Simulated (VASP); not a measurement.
# NaCu (Fm-3m) in VASP: notebook

The runs below take NaCu through single point, relaxation of cell and atoms, with PBE.

All numbers are computed with VASP 6.6.1; they aren't measurements. Logs are shortened: lines on timing, memory, paths and dates and some standing lists are left out, and cuts for length are marked.

**1. The cell of the first run**

It takes space group Fm-3m (No. 225, cubic). Conventional cell: a = 5.143 Å, b = 5.143 Å, c = 5.143 Å, α = 90.00°, β = 90.00°, γ = 90.00°. Within 3.4 Å of Na (site symmetry m-3m) lie 6 Cu at 2.57 Å. Cu (site symmetry m-3m) has 6 Na at 2.57 Å within 3.4 Å.

**2. Single point, PBE**

Contents of INCAR:

```
  PREC = Accurate
  ENCUT = 600
  EDIFF = 1E-6
  ISMEAR = 0
  SIGMA = 0.1
  LREAL = F
  LASPH = T
  NELM = 120
  ALGO = Normal
  ISIF = 2
  LWAVE = F
  LCHARG = T
  GGA = PE
  LELF = T
  LVHAR = T
  NBANDS = 16
  GGA_COMPAT = F
```

Contents of KPOINTS:

```
Automatic mesh
0
Gamma
  6 6 6
```

Contents of POSCAR:

```
NaCu
1.0
    0.0000000000      2.5716129286      2.5716129286
    2.5716129286      0.0000000000      2.5716129286
    2.5716129286      2.5716129286      0.0000000000
Na Cu
1 1
Direct
    0.0000000000      0.0000000000      0.0000000000
    0.5000000000      0.5000000000      0.5000000000
```

Potentials or basis: VASP PAW PBE potentials, release 64 (Na_pv, Cu).

Run with:

```sh
$ cat potpaw_PBE.64/Na_pv/POTCAR potpaw_PBE.64/Cu/POTCAR > POTCAR
$ mpirun -np 1 vasp_std > vasp.out
```

OUTCAR:

```text
PREC = Accurate
   ENCUT = 600
   EDIFF = 1E-6
   ISMEAR = 0
   LREAL = F
   LASPH = T
   NELM = 120
   ISIF = 2
   GGA = PE

 ion  position               nearest neighbor table
   1  0.000  0.000  0.000-   2 2.57   2 2.57   2 2.57   2 2.57   2 2.57   2 2.57
   2  0.500  0.500  0.500-   1 2.57   1 2.57   1 2.57   1 2.57   1 2.57   1 2.57

  LATTYP: Found a face centered cubic cell.
 ALAT       =     5.1432258572

  Lattice vectors:

 A1 = (   0.0000000000,   2.5716129286,   2.5716129286)
 A2 = (   2.5716129286,   0.0000000000,   2.5716129286)
 A3 = (   2.5716129286,   2.5716129286,   0.0000000000)

Analysis of symmetry for initial positions (statically):
=====================================================================
 Subroutine PRICEL returns:
 Original cell was already a primitive cell.

 Routine SETGRP: Setting up the symmetry group for a
 face centered cubic supercell.

 Subroutine GETGRP returns: Found 48 space group operations
 (whereof 48 operations were pure point group operations)
 out of a pool of 48 trial point group operations.

The static configuration has the point symmetry O_h .

Analysis of symmetry for dynamics (positions and initial velocities):
=====================================================================
 Subroutine PRICEL returns:
 Original cell was already a primitive cell.

 Routine SETGRP: Setting up the symmetry group for a
 face centered cubic supercell.

 Subroutine GETGRP returns: Found 48 space group operations
 (whereof 48 operations were pure point group operations)
 out of a pool of 48 trial point group operations.

The dynamic configuration has the point symmetry O_h .

 Subroutine INISYM returns: Found 48 space group operations
 (whereof 48 operations are pure point group operations),
 and found     1 'primitive' translations

----------------------------------------------------------------------------------------

                                     Primitive cell

  volume of cell :      34.0131

  direct lattice vectors                    reciprocal lattice vectors
     0.000000000  2.571612929  2.571612929    -0.194430505  0.194430505  0.194430505
     2.571612929  0.000000000  2.571612929     0.194430505 -0.194430505  0.194430505
     2.571612929  2.571612929  0.000000000     0.194430505  0.194430505 -0.194430505

  length of vectors
     3.636809881  3.636809881  3.636809881     0.336763513  0.336763513  0.336763513

  position of ions in fractional coordinates (direct lattice)
     0.000000000  0.000000000  0.000000000
     0.500000000  0.500000000  0.500000000

  ion indices of the primitive-cell ions
   primitive index   ion index
                 1           1
                 2           2

----------------------------------------------------------------------------------------

 KPOINTS: Automatic mesh

Automatic generation of k-mesh.
 Grid dimensions read from file:
 generate k-points for:    6    6    6

 Generating k-lattice:

  Cartesian coordinates                     Fractional coordinates (reciprocal lattice)
    -0.032405084  0.032405084  0.032405084     0.166666667  0.000000000  0.000000000
     0.032405084 -0.032405084  0.032405084     0.000000000  0.166666667  0.000000000
     0.032405084  0.032405084 -0.032405084     0.000000000  0.000000000  0.166666667

  Length of vectors
     0.056127252  0.056127252  0.056127252

  Shift w.r.t. Gamma in fractional coordinates (k-lattice)
     0.000000000  0.000000000  0.000000000

 Subroutine IBZKPT returns following result:
 ===========================================

 Found     16 irreducible k-points:

 Following reciprocal coordinates:
            Coordinates               Weight
  0.000000  0.000000  0.000000      1.000000
  0.166667  0.000000  0.000000      8.000000
  0.333333  0.000000  0.000000      8.000000
  0.500000  0.000000  0.000000      4.000000
  0.166667  0.166667  0.000000      6.000000
  0.333333  0.166667  0.000000     24.000000
[... 8 lines left out ...]
 -0.333333  0.333333  0.166667     24.000000
 -0.333333  0.500000  0.166667     12.000000
   k-points           NKPTS =     16   k-points in BZ     NKDIM =     16   number of bands    NBANDS=     16
   number of dos      NEDOS =    301   number of ions     NIONS =      2
   total plane-waves  NPLWV =  27000
   dimension x,y,z NGX =    30 NGY =   30 NGZ =   30
   dimension x,y,z NGXF=    60 NGYF=   60 NGZF=   60
   ions per type =               1   1
   NGX,Y,Z   is equivalent  to a cutoff of  13.71, 13.71, 13.71 a.u.
   NGXF,Y,Z  is equivalent  to a cutoff of  27.43, 27.43, 27.43 a.u.
 SYSTEM =  unknown system
   PREC   = accura    normal or accurate (medium, high low for compatibility)
   ISTART =      0    job   : 0-new  1-cont  2-samecut
   ICHARG =      2    charge: 1-file 2-atom 10-const
   ISPIN  =      1    spin polarized calculation?
   LNONCOLLINEAR =      F non collinear calculations
   LSORBIT =      F    spin-orbit coupling
   LASPH  =      T    aspherical Exc in radial PAW
   ENCUT  =  600.0 eV  44.10 Ry    6.64 a.u.   7.26  7.26  7.26*2*pi/ulx,y,z
   NELM   =    120;   NELMIN=  2; NELMDL= -5     # of ELM steps
   EDIFF  = 0.1E-05   stopping-criterion for ELM
   LREAL  =      F    real-space projection
   EDIFFG = 0.1E-04   stopping-criterion for IOM
   NSW    =      0    number of steps for IOM
   IBRION =     -1    ionic relax: 0-MD 1-quasi-New 2-CG
   NFREE  =      0    steps in history (QN), initial steepest desc. (CG)
   ISIF   =      2    stress and relaxation
   ISYM   =      2    0-nonsym 1-usesym 2-fastsym
   POTIM  = 0.5000    time-step for ionic-motion
   TEBEG  =    0.0;   TEEND  =   0.0 temperature during run
   PSTRESS=    0.0 pullay stress
   NELECT =      18.0000    total number of electrons
   NUPDOWN=      -1.0000    fix difference up-down
   EMIN   =  10.00;   EMAX   =-10.00  energy-range for DOS
   EFERMI =   0.00;   METHOD = LEGACY
   ISMEAR =     0;   SIGMA  =   0.10  broadening in eV -4-tet -1-fermi 0-gaus
   EFERMI_NEDOS =   21; number of points for ismear=-14 and -15
   IALGO  =     38    algorithm
   IMIX   =      4    mixing-type and parameters
     AMIX     =   0.40;   BMIX     =  1.00
     AMIX_MAG =   1.60;   BMIX_MAG =  1.00
  volume/ion in A,a.u.               =      17.01       114.77
  Fermi-wavevector in a.u.,A,eV,Ry     =   1.324189  2.502355 23.857506  1.753477
  Thomas-Fermi vector in A             =   2.453742
   LORBIT       =      0    0 simple, 1 ext, 2 COOP (PROOUT), +10 PAW based schemes
   GGA     = PE    functional components
   LHFCALC =     F    Hartree Fock is set to
   AEXX    =    0.0000 exact exchange contribution
   IVDW    =     0    specifies the selected vdW correction
   LEPSILON=     F    determine dielectric tensor
   LRPA    =     F    only Hartree local field effects (RPA)
 non-spin polarized calculation
 Gauss-broadening in eV      SIGMA  =   0.10
  energy-cutoff  :      600.00
  volume of cell :       34.01
 maximum number of plane-waves:      1158
 NGX is ok and might be reduce to    30
   NGX = 15   NGY = 15   NGZ = 15

 number of electron      17.9999997 magnetization

 Free energy of the ion-electron system (eV)
  ---------------------------------------------------
  ext. energy  EPLUGINS =         0.00000000
  ---------------------------------------------------
  free energy    TOTEN  =        -3.38263223 eV

  energy without entropy =       -3.37919280  energy(sigma->0) =       -3.38091252

 E-fermi :   3.5139     XC(G=0):  -9.7364

 val. band max:        3.4179149134   @ k =   0.5000   0.5000   0.0000
 cond. band min:       3.5246660445   @ k =  -0.3333   0.5000   0.1667
 fundamental gap:      0.1067511311
 Fermi energy:         3.5139475885

 k-point     1 :       0.0000    0.0000    0.0000
  band No.  band energies     occupation
      1     -20.2268      2.00000
      2     -20.2268      2.00000
      3     -20.2268      2.00000
      4      -2.4155      2.00000
      5       0.9899      2.00000
      6       0.9899      2.00000
[... 8 lines left out ...]
     15      14.8875      0.00000
     16      15.2271      0.00000

 k-point     2 :       0.1667    0.0000    0.0000
  band No.  band energies     occupation
      1     -20.2440      2.00000
      2     -20.2297      2.00000
      3     -20.2297      2.00000
      4      -1.9182      2.00000
      5       0.9613      2.00000
      6       1.0235      2.00000
[... 8 lines left out ...]
     15      16.0783      0.00000
     16      17.9493      0.00000

 k-point     3 :       0.3333    0.0000    0.0000
  band No.  band energies     occupation
      1     -20.2778      2.00000
      2     -20.2354      2.00000
      3     -20.2354      2.00000
      4      -0.5750      2.00000
      5       1.0205      2.00000
      6       1.0205      2.00000
[... 8 lines left out ...]
     15      15.6892      0.00000
     16      17.3606      0.00000

 k-point     4 :       0.5000    0.0000    0.0000
  band No.  band energies     occupation
      1     -20.2945      2.00000
      2     -20.2383      2.00000
      3     -20.2383      2.00000
      4       0.2482      2.00000
      5       1.0108      2.00000
      6       1.0108      2.00000
[... 8 lines left out ...]
     15      15.2958      0.00000
     16      16.4916      0.00000
[... 172 lines left out ...]
 k-point    14 :       0.5000    0.3333    0.1667
  band No.  band energies     occupation
      1     -20.2765      2.00000
      2     -20.2522      2.00000
      3     -20.2429      2.00000
      4       0.3858      2.00000
      5       0.8221      2.00000
      6       0.9589      2.00000
[... 8 lines left out ...]
     15      16.9711      0.00000
     16      20.9431      0.00000

 k-point    15 :      -0.3333    0.3333    0.1667
  band No.  band energies     occupation
      1     -20.2774      2.00000
      2     -20.2604      2.00000
      3     -20.2467      2.00000
      4       0.7522      2.00000
      5       0.8921      2.00000
      6       0.9605      2.00000
[... 8 lines left out ...]
     15      18.7775      0.00000
     16      18.8184      0.00000

 k-point    16 :      -0.3333    0.5000    0.1667
  band No.  band energies     occupation
      1     -20.2768      2.00000
      2     -20.2586      2.00000
      3     -20.2524      2.00000
      4       0.7643      2.00000
      5       0.7813      2.00000
      6       1.0874      2.00000
[... 8 lines left out ...]
     15      18.7042      0.00000
     16      19.9753      0.00000

------------------------ aborting loop because EDIFF is reached ----------------------------------------

  FORCE on cell =-STRESS in cart. coord.  units (eV):
  Direction    XX          YY          ZZ          XY          YZ          ZX
  --------------------------------------------------------------------------------------
  -------------------------------------------------------------------------------------
  Total        2.8793977      2.8793977      2.8793977      0.0000000     -0.0000000      0.0000000
  in kB      135.6330243    135.6330243    135.6330243      0.0000000     -0.0000000      0.0000000
  external PRESSURE =     135.6330243 kB  Pullay stress =       0.0000000 kB

 VOLUME and BASIS-vectors are now :
 -----------------------------------------------------------------------------
  energy-cutoff  :      600.00
  volume of cell :       34.01
      direct lattice vectors                 reciprocal lattice vectors
     0.000000000  2.571612929  2.571612929    -0.194430505  0.194430505  0.194430505
     2.571612929  0.000000000  2.571612929     0.194430505 -0.194430505  0.194430505
     2.571612929  2.571612929  0.000000000     0.194430505  0.194430505 -0.194430505

 POSITION                                       TOTAL-FORCE (eV/Angst)
 -----------------------------------------------------------------------------------
      0.00000      0.00000      0.00000         0.000000      0.000000     -0.000000
      2.57161      2.57161      2.57161        -0.000000      0.000000      0.000000
 -----------------------------------------------------------------------------------
    total drift:                                0.000000      0.000000      0.000000

  FREE ENERGIE OF THE ION-ELECTRON SYSTEM (eV)
  ---------------------------------------------------
  free  energy   TOTEN  =        -3.3826322329 eV

  energy  without entropy=       -3.3791928047  energy(sigma->0) =       -3.38091252
```

Wall time 12 s (1 thread of Intel Xeon Platinum 8488C (Sapphire Rapids), shared host); peak memory 0.17 GiB.

Results:

| Property | Result |
| --- | --- |
| Free energy | -3.3826 eV |
| Pressure | 13.6 GPa |
| Band gap on the k mesh | zero (bands 9 and 10 overlap by 0.95 eV) |

Caveat: the cell stands under pressure.

(Part 1 of 2 ends here.)
